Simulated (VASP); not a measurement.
Input of a VASP 6.6.1 run:

Contents of POSCAR:

```
P
1.0
   -1.5561892397      2.3139518343      1.7845863704
    1.5561892397     -2.3139518343      1.7845863704
    1.5561892397      2.3139518343     -1.7845863704
P
2
Direct
    0.8033091100      0.0533091100      0.7500000000
    0.1966908900      0.9466908900      0.2500000000
```

File INCAR.step1:

```
SYSTEM = P
  ALGO = Normal
  EDIFF = 1E-4
  ENCUT = 520
  GGA = PE
  ISMEAR = 0
  LASPH = .TRUE.
  LCHARG = .FALSE.
  LREAL = .FALSE.
  LWAVE = .TRUE.
  NBANDS = 12
  NELM = 60
  PREC = Accurate
  SIGMA = 0.15
```

File INCAR.step2:

```
SYSTEM = P
  ALGO = Normal
  EDIFF = 1E-6
  ENCUT = 520
  ISIF = 2
  ISMEAR = 0
  ISTART = 1
  LASPH = .TRUE.
  LCHARG = .FALSE.
  LMIXTAU = .TRUE.
  LREAL = .FALSE.
  LWAVE = .FALSE.
  METAGGA = R2SCAN
  NBANDS = 12
  NELM = 60
  PREC = Accurate
  SIGMA = 0.15
```

File KPOINTS:

```
k-points
0
G
  18 18 18
  0 0 0
```

Potentials or basis: VASP PAW PBE potentials, release 64 (P).

The run is started by

```bash
$ cat potpaw_PBE.64/P/POTCAR > POTCAR
$ cp INCAR.step1 INCAR
$ mpirun -np 1 vasp_std > vasp.out
$ cp INCAR.step2 INCAR
$ mpirun -np 1 vasp_std > vasp.out
```

Problem. What does it give for the largest force?

Solution. 1.832 eV/Å.

Problem. Predict the pressure.

Solution. 33.2 GPa.

Problem. Predict the band gap on the k mesh.

Solution. Zero (bands 5 and 6 overlap by 1.72 eV).

Stress tensor (GPa, compression positive):
```
42.56  0.00  0.00
 0.00 32.18  0.00
 0.00  0.00 24.99
```

Caveat: the cell differs from its parent crystal (strain -0.080 along x and y, -0.040 along z); the stress differs along the axes, from 25 to 43 GPa; the PAW data sets were made with another functional, which shifts forces and pressure a little.
